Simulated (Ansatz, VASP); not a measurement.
**Two plane-wave programs on Zr**

The input INCAR:

```
  PREC = Accurate
  ENCUT = 500
  EDIFF = 1E-6
  ISMEAR = 0
  SIGMA = 0.1
  LREAL = F
  LASPH = T
  NELM = 120
  ALGO = Normal
  ISIF = 2
  LWAVE = F
  LCHARG = T
  GGA = PE
  LELF = T
  LVHAR = T
  NBANDS = 12
  GGA_COMPAT = F
```

Contents of KPOINTS:

```
Automatic mesh
0
Gamma
  6 6 6
```

Contents of POSCAR:

```
Zr
1.0
    3.1339842389      0.0000000000      0.0000000000
   -1.5669921195      2.7141099660      0.0000000000
    0.0000000000      0.0000000000      2.7615319830
Zr
1
Direct
    0.0000000000      0.0000000000      0.5000000000
```

Input for Ansatz:

```yaml
crystal:
  lattice:
    - [3.1339842389, 0.0, 0.0]
    - [-1.5669921195, 2.714109966, 0.0]
    - [0.0, 0.0, 2.761531983]
  atoms:
    - { symbol: Zr, position: [0.0, 0.0, 0.5] }
basis:
  ecutwfc: 420
kpoints:
  mp_grid: { grid: [6, 6, 6] }
hamiltonian:
  xc: pbe
scf:
  occupations: { method: gaussian, width: 0.1 }
output:
  forces: true
  stress: true
  eigenvalues: true
```

Alike in both runs: task single point; functional PBE; k mesh 6 × 6 × 6; occupations gaussian, width 0.1 eV; no spin polarisation.

|  | VASP | Ansatz |
| --- | --- | --- |
| version | VASP 6.6.1 | Ansatz 0.2.0 |
| potentials or method | VASP PAW PBE potentials, release 64 (Zr_sv), cutoff 500 eV | scalar-relativistic, plane waves, PAW |
| valence electrons in the cell | 12 | 12 |

VASP gave:

| Quantity | Value |
| --- | --- |
| gap on the k mesh at the Fermi level (eV) | none |
| pressure (GPa) | 1.7 |
| traceless stress, the component that is largest in VASP (GPa) | 9.74 |

Estimate Ansatz's values.

gap on the k mesh at the Fermi level (eV): none; pressure (GPa): 1.6; traceless stress, the component that is largest in VASP (GPa): 9.69.

A gap of «none» marks a metal or a gap that the smearing closes. The functional is the same, so the differences come from potentials, cutoffs and numerics.

The k mesh is coarse, so the values compare programs but aren't converged.
